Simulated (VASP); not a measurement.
# ZnS (P3m1) in VASP: single point with PBE

Aim: the single point of ZnS with PBE.

Program: VASP 6.6.1. These are calculated values, not measurements. Logs are shortened: lines on timing, memory, paths and dates and some standing lists are left out, and cuts for length are marked.

## Step 1: The cell of the first run

Symmetry: P3m1, No. 156, trigonal system. The conventional cell has a = 3.686 Å, b = 3.686 Å, c = 24.136 Å, α = 90.00°, β = 90.00°, γ = 120.00°. Zn (site symmetry 3m) has 4 S at 2.26 Å within 3.0 Å. Zn (site symmetry 3m) has 4 S at 2.26 Å within 3.0 Å. Zn (site symmetry 3m) has 4 S at 2.26 Å within 3.0 Å. Zn (site symmetry 3m) has 4 S at 2.26 Å within 3.0 Å. Zn (site symmetry 3m) has 4 S at 2.26 Å within 3.0 Å. Zn (site symmetry 3m) has 4 S at 2.26 Å within 3.0 Å. Within 3.0 Å of Zn (site symmetry 3m) lie 4 S at 2.26 Å. Within 3.0 Å of Zn (site symmetry 3m) lie 4 S at 2.26 Å.

## Step 2: Single point, PBE (17.75 Å³/atom)

Contents of INCAR:

```
SYSTEM = ZnS
PREC     = Accurate       ! precision mode
ENCUT    = 520            ! plane-wave cutoff, eV
EDIFF    = 1E-6           ! SCF threshold, eV
ISMEAR   = 0              ! smearing method
SIGMA    = 0.02           ! smearing width, eV
LREAL    = Auto         
LASPH    = .True.         ! aspherical terms in the spheres
NELM     = 100            ! most SCF steps
ALGO     = Normal         ! electronic algorithm
ISIF     = 2              ! what is computed and relaxed
LWAVE    = .False.        ! write WAVECAR
LCHARG   = .False.        ! write CHGCAR
GGA      = PE             ! functional
NBANDS   = 86             ! bands
```

Contents of KPOINTS:

```
regular mesh
0
Gamma
  9 9 2
  0 0 0
```

Contents of POSCAR:

```
ZnS
1.0
    3.6859036788      0.0000000000      0.0000000000
   -1.8429518394      3.1920862218      0.0000000000
    0.0000000000      0.0000000000     24.1358042707
Zn S
8 8
Direct
    0.3333333333      0.6666666667      0.1252613630
    0.0000000000      0.0000000000      0.0004241015
    0.6666666667      0.3333333333      0.6248031604
    0.6666666667      0.3333333333      0.8753016184
    0.0000000000      0.0000000000      0.7499003382
    0.3333333333      0.6666666667      0.4999256990
    0.0000000000      0.0000000000      0.3750378493
    0.6666666667      0.3333333333      0.2501499341
    0.6666666667      0.3333333333      0.3437243351
    0.6666666667      0.3333333333      0.7183661095
    0.3333333333      0.6666666667      0.2188355368
    0.0000000000      0.0000000000      0.8436245758
    0.6666666667      0.3333333333      0.9689839140
    0.0000000000      0.0000000000      0.0939500180
    0.3333333333      0.6666666667      0.5935002286
    0.0000000000      0.0000000000      0.4686122184
```

Potentials or basis: VASP PAW PBE potentials, release 64 (Zn, S).

Command:

```sh
$ cat potpaw_PBE.64/Zn/POTCAR potpaw_PBE.64/S/POTCAR > POTCAR
$ mpirun -np 1 vasp_std > vasp.out
```

OUTCAR:

```text
SYSTEM = ZnS
   PREC = Accurate
   ENCUT = 520
   EDIFF = 1E-6
   ISMEAR = 0
   LREAL = Auto
   LASPH = .True.
   NELM = 100
   ISIF = 2
   GGA = PE

 ion  position               nearest neighbor table
   1  0.333  0.667  0.125-  14 2.26  14 2.26  14 2.26  11 2.26
   2  0.000  0.000  0.000-  14 2.26  13 2.26  13 2.26  13 2.26
   3  0.667  0.333  0.625-  15 2.26  15 2.26  15 2.26  10 2.26
   4  0.667  0.333  0.875-  13 2.26  12 2.26  12 2.26  12 2.26
   5  0.000  0.000  0.750-  10 2.26  10 2.26  10 2.26  12 2.26
   6  0.333  0.667  0.500-  16 2.26  16 2.26  16 2.26  15 2.26
[... 8 lines left out ...]
  15  0.333  0.667  0.594-   3 2.26   3 2.26   3 2.26   6 2.26
  16  0.000  0.000  0.469-   6 2.26   6 2.26   6 2.26   7 2.26

  LATTYP: Found a hexagonal cell.
 ALAT       =     3.6859036788
 C/A-ratio  =     6.5481375462

  Lattice vectors:

 A1 = (   3.6859036788,   0.0000000000,   0.0000000000)
 A2 = (  -1.8429518394,   3.1920862218,   0.0000000000)
 A3 = (   0.0000000000,   0.0000000000,  24.1358042707)

Analysis of symmetry for initial positions (statically):
=====================================================================
 Subroutine PRICEL returns:
 Original cell was already a primitive cell.

 Routine SETGRP: Setting up the symmetry group for a
 hexagonal supercell.

 Subroutine GETGRP returns: Found  6 space group operations
 (whereof  6 operations were pure point group operations)
 out of a pool of 24 trial point group operations.

The static configuration has the point symmetry C_3v.

Analysis of symmetry for dynamics (positions and initial velocities):
=====================================================================
 Subroutine PRICEL returns:
 Original cell was already a primitive cell.

 Routine SETGRP: Setting up the symmetry group for a
 hexagonal supercell.

 Subroutine GETGRP returns: Found  6 space group operations
 (whereof  6 operations were pure point group operations)
 out of a pool of 24 trial point group operations.

The dynamic configuration has the point symmetry C_3v.

 Subroutine INISYM returns: Found  6 space group operations
 (whereof  6 operations are pure point group operations),
 and found     1 'primitive' translations

----------------------------------------------------------------------------------------

                                     Primitive cell

  volume of cell :     283.9752

  direct lattice vectors                    reciprocal lattice vectors
     3.685903679  0.000000000  0.000000000     0.271303888  0.156637373  0.000000000
    -1.842951839  3.192086222  0.000000000     0.000000000  0.313274746  0.000000000
     0.000000000  0.000000000 24.135804271     0.000000000  0.000000000  0.041432222

  length of vectors
     3.685903679  3.685903679 24.135804271     0.313274746  0.313274746  0.041432222

  position of ions in fractional coordinates (direct lattice)
     0.333333333  0.666666667  0.125261363
     0.000000000  0.000000000  0.000424102
     0.666666667  0.333333333  0.624803160
     0.666666667  0.333333333  0.875301618
     0.000000000  0.000000000  0.749900338
     0.333333333  0.666666667  0.499925699
[... 8 lines left out ...]
     0.333333333  0.666666667  0.593500229
     0.000000000  0.000000000  0.468612218

  ion indices of the primitive-cell ions
   primitive index   ion index
                 1           1
                 2           2
                 3           3
                 4           4
                 5           5
                 6           6
[... 8 lines left out ...]
                15          15
                16          16

----------------------------------------------------------------------------------------

 KPOINTS: regular mesh

Automatic generation of k-mesh.
 Grid dimensions read from file:
 generate k-points for:    9    9    2

 Generating k-lattice:

  Cartesian coordinates                     Fractional coordinates (reciprocal lattice)
     0.030144876  0.017404153  0.000000000     0.111111111  0.000000000  0.000000000
     0.000000000  0.034808305  0.000000000     0.000000000  0.111111111  0.000000000
     0.000000000  0.000000000  0.020716111     0.000000000  0.000000000  0.500000000

  Length of vectors
     0.034808305  0.034808305  0.020716111

  Shift w.r.t. Gamma in fractional coordinates (k-lattice)
     0.000000000  0.000000000  0.000000000

 Subroutine IBZKPT returns following result:
 ===========================================

 Found     24 irreducible k-points:

 Following reciprocal coordinates:
            Coordinates               Weight
  0.000000  0.000000  0.000000      1.000000
  0.111111  0.000000  0.000000      6.000000
  0.222222  0.000000  0.000000      6.000000
  0.333333 -0.000000  0.000000      6.000000
  0.444444  0.000000  0.000000      6.000000
  0.111111  0.111111  0.000000      6.000000
[... 16 lines left out ...]
  0.333333  0.222222  0.500000     12.000000
  0.333333  0.333333  0.500000      2.000000
   k-points           NKPTS =     24   k-points in BZ     NKDIM =     24   number of bands    NBANDS=     86
   number of dos      NEDOS =    301   number of ions     NIONS =     16
   total plane-waves  NPLWV = 141120
   dimension x,y,z NGX =    28 NGY =   28 NGZ =  180
   dimension x,y,z NGXF=    56 NGYF=   56 NGZF=  360
   ions per type =               8   8
   NGX,Y,Z   is equivalent  to a cutoff of  12.63, 12.63, 12.40 a.u.
   NGXF,Y,Z  is equivalent  to a cutoff of  25.26, 25.26, 24.80 a.u.
 SYSTEM =  ZnS
   PREC   = accura    normal or accurate (medium, high low for compatibility)
   ISTART =      0    job   : 0-new  1-cont  2-samecut
   ICHARG =      2    charge: 1-file 2-atom 10-const
   ISPIN  =      1    spin polarized calculation?
   LNONCOLLINEAR =      F non collinear calculations
   LSORBIT =      F    spin-orbit coupling
   LASPH  =      T    aspherical Exc in radial PAW
   ENCUT  =  520.0 eV  38.22 Ry    6.18 a.u.   6.85  6.85 44.88*2*pi/ulx,y,z
   NELM   =    100;   NELMIN=  2; NELMDL= -5     # of ELM steps
   EDIFF  = 0.1E-05   stopping-criterion for ELM
   LREAL  =      T    real-space projection
   EDIFFG = 0.1E-04   stopping-criterion for IOM
   NSW    =      0    number of steps for IOM
   IBRION =     -1    ionic relax: 0-MD 1-quasi-New 2-CG
   NFREE  =      0    steps in history (QN), initial steepest desc. (CG)
   ISIF   =      2    stress and relaxation
   ISYM   =      2    0-nonsym 1-usesym 2-fastsym
   POTIM  = 0.5000    time-step for ionic-motion
   TEBEG  =    0.0;   TEEND  =   0.0 temperature during run
   PSTRESS=    0.0 pullay stress
   NELECT =     144.0000    total number of electrons
   NUPDOWN=      -1.0000    fix difference up-down
   EMIN   =  10.00;   EMAX   =-10.00  energy-range for DOS
   EFERMI =   0.00;   METHOD = LEGACY
   ISMEAR =     0;   SIGMA  =   0.02  broadening in eV -4-tet -1-fermi 0-gaus
   EFERMI_NEDOS =   21; number of points for ismear=-14 and -15
   IALGO  =     38    algorithm
   IMIX   =      4    mixing-type and parameters
     AMIX     =   0.40;   BMIX     =  1.00
     AMIX_MAG =   1.60;   BMIX_MAG =  1.00
  volume/ion in A,a.u.               =      17.75       119.77
  Fermi-wavevector in a.u.,A,eV,Ry     =   1.305476  2.466992 23.187966  1.704267
  Thomas-Fermi vector in A             =   2.436342
   LORBIT       =      0    0 simple, 1 ext, 2 COOP (PROOUT), +10 PAW based schemes
   GGA     = PE    functional components
   LHFCALC =     F    Hartree Fock is set to
   AEXX    =    0.0000 exact exchange contribution
   IVDW    =     0    specifies the selected vdW correction
   LEPSILON=     F    determine dielectric tensor
   LRPA    =     F    only Hartree local field effects (RPA)
 non-spin polarized calculation
 Gauss-broadening in eV      SIGMA  =   0.02
  energy-cutoff  :      520.00
  volume of cell :      283.98
 maximum number of plane-waves:      7680
 NGX is ok and might be reduce to    28
   NGX = 13   NGY = 13   NGZ = 89

 number of electron     144.0000073 magnetization

 Free energy of the ion-electron system (eV)
  ---------------------------------------------------
  ext. energy  EPLUGINS =         0.00000000
  ---------------------------------------------------
  free energy    TOTEN  =       -53.49538041 eV

  energy without entropy =      -53.49538041  energy(sigma->0) =      -53.49538041

 E-fermi :   3.2992     XC(G=0): -10.1356

 val. band max:        3.1663290681   @ k =   0.0000   0.0000   0.0000
 cond. band min:       5.7731503905   @ k =   0.0000   0.0000   0.0000
 fundamental gap:      2.6068213224
 Fermi energy:         3.2991529697

 k-point     1 :       0.0000    0.0000    0.0000
  band No.  band energies     occupation
      1     -10.7833      2.00000
      2     -10.6469      2.00000
      3     -10.6392      2.00000
      4     -10.2751      2.00000
      5     -10.2749      2.00000
      6      -9.8524      2.00000
[... 76 lines left out ...]
     83       9.4230      0.00000
     84       9.4305      0.00000

 k-point     2 :       0.1111    0.0000    0.0000
  band No.  band energies     occupation
      1     -10.6843      2.00000
      2     -10.5519      2.00000
      3     -10.5443      2.00000
      4     -10.1931      2.00000
      5     -10.1909      2.00000
      6      -9.7867      2.00000
[... 1903 lines left out ...]
     83       9.1545      0.00000
     84       9.2914      0.00000

 k-point    24 :       0.3333    0.3333    0.5000
  band No.  band energies     occupation
      1      -9.3682      2.00000
      2      -9.3654      2.00000
      3      -9.3641      2.00000
      4      -9.3626      2.00000
      5      -9.3611      2.00000
      6      -9.3584      2.00000
[... 76 lines left out ...]
     83       9.7606      0.00000
     84       9.7615      0.00000
 [bands above 84 left out]

------------------------ aborting loop because EDIFF is reached ----------------------------------------

  FORCE on cell =-STRESS in cart. coord.  units (eV):
  Direction    XX          YY          ZZ          XY          YZ          ZX
  --------------------------------------------------------------------------------------
  -------------------------------------------------------------------------------------
  Total       21.2425062     21.2425062     21.2479924      0.0000000     -0.0000000      0.0000000
  in kB      119.8494278    119.8494278    119.8803807      0.0000000     -0.0000000      0.0000000
  external PRESSURE =     119.8597454 kB  Pullay stress =       0.0000000 kB

 VOLUME and BASIS-vectors are now :
 -----------------------------------------------------------------------------
  energy-cutoff  :      520.00
  volume of cell :      283.98
      direct lattice vectors                 reciprocal lattice vectors
     3.685903679  0.000000000  0.000000000     0.271303888  0.156637373  0.000000000
    -1.842951839  3.192086222  0.000000000     0.000000000  0.313274746  0.000000000
     0.000000000  0.000000000 24.135804271     0.000000000  0.000000000  0.041432222

 POSITION                                       TOTAL-FORCE (eV/Angst)
 -----------------------------------------------------------------------------------
     -0.00000      2.12806      3.02328        -0.000000      0.000000     -0.000071
      0.00000      0.00000      0.01024         0.000000     -0.000000     -0.001954
      1.84295      1.06403     15.08013         0.000000     -0.000000      0.002276
      1.84295      1.06403     21.12611        -0.000000     -0.000000     -0.001821
      0.00000      0.00000     18.09945         0.000000     -0.000000      0.001572
     -0.00000      2.12806     12.06611         0.000000      0.000000      0.000872
[... 8 lines left out ...]
     -0.00000      2.12806     14.32461         0.000000     -0.000000     -0.003809
      0.00000      0.00000     11.31033        -0.000000     -0.000000      0.000910
 -----------------------------------------------------------------------------------
    total drift:                               -0.000008     -0.000000     -0.001476

  FREE ENERGIE OF THE ION-ELECTRON SYSTEM (eV)
  ---------------------------------------------------
  free  energy   TOTEN  =       -53.4953804106 eV

  energy  without entropy=      -53.4953804106  energy(sigma->0) =      -53.49538041
```

Run time: 61 min. Hardware: 1 thread of Intel Xeon 8259CL, shared host; peak memory 0.59 GiB.

What came out:

* Free energy: -53.4954 eV
* Pressure: 12.0 GPa
* Largest force: 0.004 eV/Å
* Band gap on the k mesh: 2.61 eV

Forces in eV/Å, atoms in the order of the input:
```
Zn   0.000  0.000  0.000
Zn   0.000  0.000 -0.002
Zn   0.000  0.000  0.002
Zn   0.000  0.000 -0.002
Zn   0.000  0.000  0.002
Zn   0.000  0.000  0.001
Zn   0.000  0.000  0.001
Zn   0.000  0.000  0.000
S    0.000  0.000 -0.004
S    0.000  0.000 -0.001
S    0.000  0.000  0.000
S    0.000  0.000  0.004
S    0.000  0.000  0.002
S    0.000  0.000  0.000
S    0.000  0.000 -0.004
S    0.000  0.000  0.001
```

Caveat: the cell stands under pressure.
